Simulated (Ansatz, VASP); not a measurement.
**One calculation of Si, two programs**

The input INCAR:

```
ALGO = Normal ; EDIFF = 1E-6
ENCUT = 500 ; GGA = PE
GGA_COMPAT = False ; ISIF = 2
ISMEAR = 0 ; LASPH = True
LCHARG = False ; LREAL = False
LWAVE = False ; NBANDS = 11
NELM = 120 ; PREC = Accurate
SIGMA = 0.02
```

File KPOINTS:

```
k-points
0
Gamma
  8 8 8
```

Contents of POSCAR:

```
Si
1.0
    0.0000000000      2.7349903938      2.7349903938
    2.7349903938      0.0000000000      2.7349903938
    2.7349903938      2.7349903938      0.0000000000
Si
2
Direct
    0.0000000000      0.0000000000      0.0000000000
    0.2500000000      0.2500000000      0.2500000000
```

Input for Ansatz:

```yaml
crystal:
  lattice:
    - [0.0, 2.7349903938, 2.7349903938]
    - [2.7349903938, 0.0, 2.7349903938]
    - [2.7349903938, 2.7349903938, 0.0]
  atoms:
    - { symbol: Si, position: [0.0, 0.0, 0.0] }
    - { symbol: Si, position: [0.25, 0.25, 0.25] }
basis:
  ecutwfc: 600.0
kpoints:
  mp_grid: { grid: [8, 8, 8] }
  band_path:
    path:
      - [[0.0, 0.0, 0.0], [0.5, 0.0, 0.5], [0.625, 0.25, 0.625]]
      - [[0.375, 0.375, 0.75], [0.0, 0.0, 0.0], [0.5, 0.5, 0.5], [0.5, 0.25, 0.75], [0.5, 0.0, 0.5]]
    npoints: 10
hamiltonian:
  xc: pbe
scf:
  occupations: { method: gaussian, width: 0.02 }
  n_extra_bands: 7
output:
  forces: true
  stress: true
  eigenvalues: true
```

Alike in both runs: task single point; functional PBE; k mesh 8 × 8 × 8; occupations gaussian, width 0.02 eV; no spin polarisation.

|  | VASP | Ansatz |
| --- | --- | --- |
| version | VASP 6.6.1 | Ansatz 0.2.0 |
| potentials or method | VASP PAW PBE potentials, release 64 (Si), cutoff 500 eV | scalar-relativistic, plane waves, PAW |
| valence electrons in the cell | 8 | 8 |

```csv
,VASP,Ansatz,Ansatz less VASP
gap on the k mesh at the Fermi level (eV),0.65,0.65,-0.002
least direct gap on the mesh (eV),2.56,2.55,-0.005
pressure (GPa),-0.1,0.0,+0.07
```
